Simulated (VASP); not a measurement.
Here is a VASP 6.6.1 calculation.

Contents of INCAR:

```
SYSTEM = Re
ALGO = Normal ; EDIFF = 1E-8
ENCUT = 520 ; GGA = CA
ISIF = 2 ; ISMEAR = -1
LASPH = .TRUE. ; LCHARG = .FALSE.
LEFG = .TRUE. ; LREAL = .FALSE.
LWAVE = .FALSE. ; NBANDS = 10
NELM = 80 ; PREC = Accurate
SIGMA = 0.03
```

Contents of KPOINTS:

```
k-points
0
G
  14 14 14
  0 0 0
```

File POSCAR:

```
Re
1.0
    0.0000000000      1.9815615100      1.9815615100
    1.9815615100      0.0000000000      1.9815615100
    1.9815615100      1.9815615100      0.0000000000
Re
1
Direct
    0.0000000000      0.0000000000      0.0000000000
```

Potentials or basis: VASP PAW LDA potentials, release 64 (Re).

Launch:

```console
$ cat potpaw_LDA.64/Re/POTCAR > POTCAR
$ mpirun -np 1 vasp_std > vasp.out
```

(1) What does it give for the pressure?

Results:

(1) -26.1 GPa.

Caveat: without QUAD_EFG the Cq values of the log hold for a quadrupole moment of 1 mb, not for the nuclei.
